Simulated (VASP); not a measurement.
# AlN (P6_3mc) in VASP: further runs

The runs below take AlN through single point, with r2SCAN, PBE.

All numbers are computed with VASP 6.6.1; they aren't measurements. Logs are shortened: lines on timing, memory, paths and dates and some standing lists are left out, and cuts for length are marked.

**Experimental background.**

“Self-assembly of well-separated AlN nanowires directly on sputtered metallic TiN films”, 2019, arxiv:1910.07391 quotes, for a bulk crystal of AlN at 10 K: band gap 6.034 eV (an exciton energy, a little under the gap).

How close the calculation comes is told below.

**1. The cell of the first run**

The structure is hexagonal, space group P6_3mc (No. 186). The conventional cell has a = 3.130 Å, b = 3.130 Å, c = 5.018 Å, α = 90.00°, β = 90.00°, γ = 120.00°. Within 2.5 Å of Al (site symmetry 3m) lie 4 N at 1.90 to 1.91 Å. N (site symmetry 3m) has 4 Al at 1.90 to 1.91 Å within 2.5 Å.

**2. Single point, r2SCAN**

POSCAR reads:

```
AlN
1.0
    3.1302455677      0.0000000000      0.0000000000
   -1.5651227838      2.7108721817      0.0000000000
    0.0000000000      0.0000000000      5.0179604231
Al N
2 2
Direct
    0.3333333333      0.6666666667     -0.0007713538
    0.6666666667      0.3333333333      0.4992286462
    0.3333333333      0.6666666667      0.3807713538
    0.6666666667      0.3333333333      0.8807713538
```

INCAR.step1 reads:

```
SYSTEM = AlN
PREC = Accurate ; ENCUT = 520
ISMEAR = 0 ; SIGMA = 0.02
LREAL = .False. ; LASPH = .True.
NELM = 100 ; NBANDS = 16
GGA = PE ; ALGO = Normal
EDIFF = 1E-4 ; LWAVE = .True.
LCHARG = .False.
```

INCAR.step2 reads:

```
SYSTEM = AlN
PREC = Accurate ; ENCUT = 520
EDIFF = 1E-7 ; ISMEAR = 0
SIGMA = 0.02 ; LREAL = .False.
LASPH = .True. ; NELM = 100
ALGO = Normal ; ISIF = 2
LWAVE = .False. ; LCHARG = .False.
METAGGA = R2SCAN ; LMIXTAU = .True.
NBANDS = 16 ; ISTART = 1
```

KPOINTS reads:

```
regular mesh
0
Gamma
  9 9 6
  0 0 0
```

Potentials or basis: VASP PAW PBE potentials, release 64 (Al, N).

Launch:

```sh
$ cat potpaw_PBE.64/Al/POTCAR potpaw_PBE.64/N/POTCAR > POTCAR
$ cp INCAR.step1 INCAR
$ mpirun -np 1 vasp_std > vasp.out
$ cp INCAR.step2 INCAR
$ mpirun -np 1 vasp_std > vasp.out
```

OUTCAR:

```text
SYSTEM = AlN
   PREC = Accurate
   ENCUT = 520
   EDIFF = 1E-7
   ISMEAR = 0
   LREAL = .False.
   LASPH = .True.
   NELM = 100
   ISIF = 2
   METAGGA = R2SCAN
   ISTART = 1

 ion  position               nearest neighbor table
   1  0.333  0.667  0.999-   4 1.90   4 1.90   4 1.90   3 1.91   2 3.09   2 3.09   2 3.09   2 3.09
                             2 3.09   2 3.09
   2  0.667  0.333  0.499-   3 1.90   3 1.90   3 1.90   4 1.91   1 3.09   1 3.09   1 3.09   1 3.09
                             1 3.09   1 3.09
   3  0.333  0.667  0.381-   2 1.90   2 1.90   2 1.90   1 1.91
   4  0.667  0.333  0.881-   1 1.90   1 1.90   1 1.90   2 1.91

  LATTYP: Found a hexagonal cell.
 ALAT       =     3.1302455677
 C/A-ratio  =     1.6030564742

  Lattice vectors:

 A1 = (   3.1302455677,   0.0000000000,   0.0000000000)
 A2 = (  -1.5651227838,   2.7108721817,   0.0000000000)
 A3 = (   0.0000000000,   0.0000000000,   5.0179604231)

Analysis of symmetry for initial positions (statically):
=====================================================================
 Subroutine PRICEL returns:
 Original cell was already a primitive cell.

 Routine SETGRP: Setting up the symmetry group for a
 hexagonal supercell.

 Subroutine GETGRP returns: Found 12 space group operations
 (whereof  6 operations were pure point group operations)
 out of a pool of 24 trial point group operations.

The static configuration has the point symmetry C_3v.
 The point group associated with its full space group is C_6v.

Analysis of symmetry for dynamics (positions and initial velocities):
=====================================================================
 Subroutine PRICEL returns:
 Original cell was already a primitive cell.

 Routine SETGRP: Setting up the symmetry group for a
 hexagonal supercell.

 Subroutine GETGRP returns: Found 12 space group operations
 (whereof  6 operations were pure point group operations)
 out of a pool of 24 trial point group operations.

The dynamic configuration has the point symmetry C_3v.
 The point group associated with its full space group is C_6v.

 Subroutine INISYM returns: Found 12 space group operations
 (whereof  6 operations are pure point group operations),
 and found     1 'primitive' translations

----------------------------------------------------------------------------------------

                                     Primitive cell

  volume of cell :      42.5809

  direct lattice vectors                    reciprocal lattice vectors
     3.130245568  0.000000000  0.000000000     0.319463754  0.184442484  0.000000000
    -1.565122784  2.710872182  0.000000000     0.000000000  0.368884969  0.000000000
     0.000000000  0.000000000  5.017960423     0.000000000  0.000000000  0.199284154

  length of vectors
     3.130245568  3.130245568  5.017960423     0.368884969  0.368884969  0.199284154

  position of ions in fractional coordinates (direct lattice)
     0.333333333  0.666666667  0.999228646
     0.666666667  0.333333333  0.499228646
     0.333333333  0.666666667  0.380771354
     0.666666667  0.333333333  0.880771354

  ion indices of the primitive-cell ions
   primitive index   ion index
                 1           1
                 2           2
                 3           3
                 4           4

----------------------------------------------------------------------------------------

 KPOINTS: regular mesh

Automatic generation of k-mesh.
 Grid dimensions read from file:
 generate k-points for:    9    9    6

 Generating k-lattice:

  Cartesian coordinates                     Fractional coordinates (reciprocal lattice)
     0.035495973  0.020493609  0.000000000     0.111111111 -0.000000000  0.000000000
     0.000000000  0.040987219  0.000000000     0.000000000  0.111111111  0.000000000
     0.000000000  0.000000000  0.033214026     0.000000000  0.000000000  0.166666667

  Length of vectors
     0.040987219  0.040987219  0.033214026

  Shift w.r.t. Gamma in fractional coordinates (k-lattice)
     0.000000000  0.000000000  0.000000000

 Subroutine IBZKPT returns following result:
 ===========================================

 Found     48 irreducible k-points:

 Following reciprocal coordinates:
            Coordinates               Weight
  0.000000  0.000000  0.000000      1.000000
  0.111111 -0.000000  0.000000      6.000000
  0.222222 -0.000000  0.000000      6.000000
  0.333333  0.000000  0.000000      6.000000
  0.444444 -0.000000  0.000000      6.000000
  0.111111  0.111111  0.000000      6.000000
[... 16 lines left out ...]
  0.333333  0.222222  0.166667     24.000000
  0.333333  0.333333  0.166667      4.000000
 [... further k-points ...]
   k-points           NKPTS =     48   k-points in BZ     NKDIM =     48   number of bands    NBANDS=     16
   number of dos      NEDOS =    301   number of ions     NIONS =      4
   total plane-waves  NPLWV =  23040
   dimension x,y,z NGX =    24 NGY =   24 NGZ =   40
   dimension x,y,z NGXF=    48 NGYF=   48 NGZF=   80
   ions per type =               2   2
   NGX,Y,Z   is equivalent  to a cutoff of  12.75, 12.75, 13.25 a.u.
   NGXF,Y,Z  is equivalent  to a cutoff of  25.49, 25.49, 26.50 a.u.
 SYSTEM =  AlN
   PREC   = accura    normal or accurate (medium, high low for compatibility)
   ISTART =      1    job   : 0-new  1-cont  2-samecut
   ICHARG =      0    charge: 1-file 2-atom 10-const
   ISPIN  =      1    spin polarized calculation?
   LNONCOLLINEAR =      F non collinear calculations
   LSORBIT =      F    spin-orbit coupling
   LASPH  =      T    aspherical Exc in radial PAW
   ENCUT  =  520.0 eV  38.22 Ry    6.18 a.u.   5.82  5.82  9.33*2*pi/ulx,y,z
   NELM   =    100;   NELMIN=  2; NELMDL=  0     # of ELM steps
   EDIFF  = 0.1E-06   stopping-criterion for ELM
   LREAL  =      F    real-space projection
   EDIFFG = 0.1E-05   stopping-criterion for IOM
   NSW    =      0    number of steps for IOM
   IBRION =     -1    ionic relax: 0-MD 1-quasi-New 2-CG
   NFREE  =      0    steps in history (QN), initial steepest desc. (CG)
   ISIF   =      2    stress and relaxation
   ISYM   =      2    0-nonsym 1-usesym 2-fastsym
   POTIM  = 0.5000    time-step for ionic-motion
   TEBEG  =    0.0;   TEEND  =   0.0 temperature during run
   PSTRESS=    0.0 pullay stress
   NELECT =      16.0000    total number of electrons
   NUPDOWN=      -1.0000    fix difference up-down
   EMIN   =  10.00;   EMAX   =-10.00  energy-range for DOS
   EFERMI =   0.00;   METHOD = LEGACY
   ISMEAR =     0;   SIGMA  =   0.02  broadening in eV -4-tet -1-fermi 0-gaus
   EFERMI_NEDOS =   21; number of points for ismear=-14 and -15
   IALGO  =     38    algorithm
   IMIX   =      4    mixing-type and parameters
     AMIX     =   0.40;   BMIX     =  1.00
     AMIX_MAG =   1.60;   BMIX_MAG =  1.00
  volume/ion in A,a.u.               =      10.65        71.84
  Fermi-wavevector in a.u.,A,eV,Ry     =   1.181345  2.232418 18.987951  1.395575
  Thomas-Fermi vector in A             =   2.317620
   LORBIT       =      0    0 simple, 1 ext, 2 COOP (PROOUT), +10 PAW based schemes
   METAGGA = R2SCAN    functional components
   LHFCALC =     F    Hartree Fock is set to
   AEXX    =    0.0000 exact exchange contribution
   IVDW    =     0    specifies the selected vdW correction
   LEPSILON=     F    determine dielectric tensor
   LRPA    =     F    only Hartree local field effects (RPA)
 non-spin polarized calculation
 Gauss-broadening in eV      SIGMA  =   0.02
  energy-cutoff  :      520.00
  volume of cell :       42.58
 maximum number of plane-waves:      1170
 NGX is ok and might be reduce to    24
   NGX = 11   NGY = 11   NGZ = 19

 number of electron      15.9999998 magnetization

 Free energy of the ion-electron system (eV)
  ---------------------------------------------------
  ext. energy  EPLUGINS =         0.00000000
  ---------------------------------------------------
  free energy    TOTEN  =       -38.44085588 eV

  energy without entropy =      -38.44085588  energy(sigma->0) =      -38.44085588

 E-fermi :   5.8357     XC(G=0): -11.3126

 val. band max:        5.6987601840   @ k =   0.0000   0.0000   0.0000
 cond. band min:      10.4086952669   @ k =   0.0000   0.0000   0.0000
 fundamental gap:      4.7099350829
 Fermi energy:         5.8357153583

 k-point     1 :       0.0000    0.0000    0.0000
  band No.  band energies     occupation
      1     -10.1414      2.00000
      2      -8.0909      2.00000
      3      -0.2654      2.00000
      4       4.8291      2.00000
      5       4.8291      2.00000
      6       5.4836      2.00000
[... 8 lines left out ...]
     15      19.5989      0.00000
     16      19.5989      0.00000

 k-point     2 :       0.1111   -0.0000    0.0000
  band No.  band energies     occupation
      1      -9.9880      2.00000
      2      -8.0063      2.00000
      3      -0.0779      2.00000
      4       4.1375      2.00000
      5       4.6322      2.00000
      6       4.8142      2.00000
[... 8 lines left out ...]
     15      19.4717      0.00000
     16      19.5962      0.00000

 k-point     3 :       0.2222   -0.0000    0.0000
  band No.  band energies     occupation
      1      -9.5546      2.00000
      2      -7.7955      2.00000
      3       0.4653      2.00000
      4       2.6480      2.00000
      5       3.5541      2.00000
      6       4.2252      2.00000
[... 8 lines left out ...]
     15      18.6579      0.00000
     16      19.4065      0.00000
[... 362 lines left out ...]
 k-point    23 :       0.3333    0.2222    0.1667
  band No.  band energies     occupation
      1      -8.0604      2.00000
      2      -7.5957      2.00000
      3       0.7265      2.00000
      4       1.4016      2.00000
      5       2.2188      2.00000
      6       3.2207      2.00000
[... 8 lines left out ...]
     15      19.3023      0.00000
     16      21.3848      0.00000

 k-point    24 :       0.3333    0.3333    0.1667
  band No.  band energies     occupation
      1      -7.7398      2.00000
      2      -7.7398      2.00000
      3       1.0282      2.00000
      4       1.5516      2.00000
      5       1.5516      2.00000
      6       3.0050      2.00000
[... 8 lines left out ...]
     15      19.5985      0.00000
     16      21.6332      0.00000

 [... further k-points ...]

------------------------ aborting loop because EDIFF is reached ----------------------------------------

  FORCE on cell =-STRESS in cart. coord.  units (eV):
  Direction    XX          YY          ZZ          XY          YZ          ZX
  --------------------------------------------------------------------------------------
  -------------------------------------------------------------------------------------
  Total       -1.3580039     -1.3580039     -1.2920842     -0.0000000      0.0000000      0.0000000
  in kB      -51.0971769    -51.0971769    -48.6168394     -0.0000000      0.0000000      0.0000000
  external PRESSURE =     -50.2703978 kB  Pullay stress =       0.0000000 kB

 VOLUME and BASIS-vectors are now :
 -----------------------------------------------------------------------------
  energy-cutoff  :      520.00
  volume of cell :       42.58
      direct lattice vectors                 reciprocal lattice vectors
     3.130245568  0.000000000  0.000000000     0.319463754  0.184442484  0.000000000
    -1.565122784  2.710872182  0.000000000     0.000000000  0.368884969  0.000000000
     0.000000000  0.000000000  5.017960423     0.000000000  0.000000000  0.199284154

 POSITION                                       TOTAL-FORCE (eV/Angst)
 -----------------------------------------------------------------------------------
     -0.00000      1.80725      5.01409        -0.000000      0.000000      0.006727
      1.56512      0.90362      2.50511         0.000000      0.000000      0.006727
     -0.00000      1.80725      1.91070         0.000000      0.000000     -0.006727
      1.56512      0.90362      4.41968        -0.000000      0.000000     -0.006727
 -----------------------------------------------------------------------------------
    total drift:                               -0.000000     -0.000000     -0.024633

  FREE ENERGIE OF THE ION-ELECTRON SYSTEM (eV)
  ---------------------------------------------------
  free  energy   TOTEN  =       -38.4408558764 eV

  energy  without entropy=      -38.4408558764  energy(sigma->0) =      -38.44085588
```

Wall time 84 s (1 thread of Intel Xeon 6975P-C, shared host); peak memory 0.17 GiB.

Results:

```
Free energy            : -38.4409 eV
Pressure               : -5.0 GPa
Largest force          : 0.007 eV/Å
Band gap on the k mesh : 4.71 eV, direct
```

Forces on the atoms (eV/Å):
```
Al   0.000  0.000  0.007
Al   0.000  0.000  0.007
N    0.000  0.000 -0.007
N    0.000  0.000 -0.007
```

Levels at points of the mesh, in eV from the valence-band top:
| k point | band 6 | band 7 | band 8 | band 9 | band 10 | band 11 |
| --- | --- | --- | --- | --- | --- | --- |
| (0.00, 0.00, 0.00) | -0.22 | -0.22 | 0.00 | 4.71 | 7.34 | 11.42 |
| (0.00, 0.00, 0.50) | -0.55 | -0.55 | -0.55 | 7.05 | 7.05 | 11.12 |

Caveat: the PAW data sets were made with another functional, which shifts forces and pressure a little.

[end of part 1 of 2]
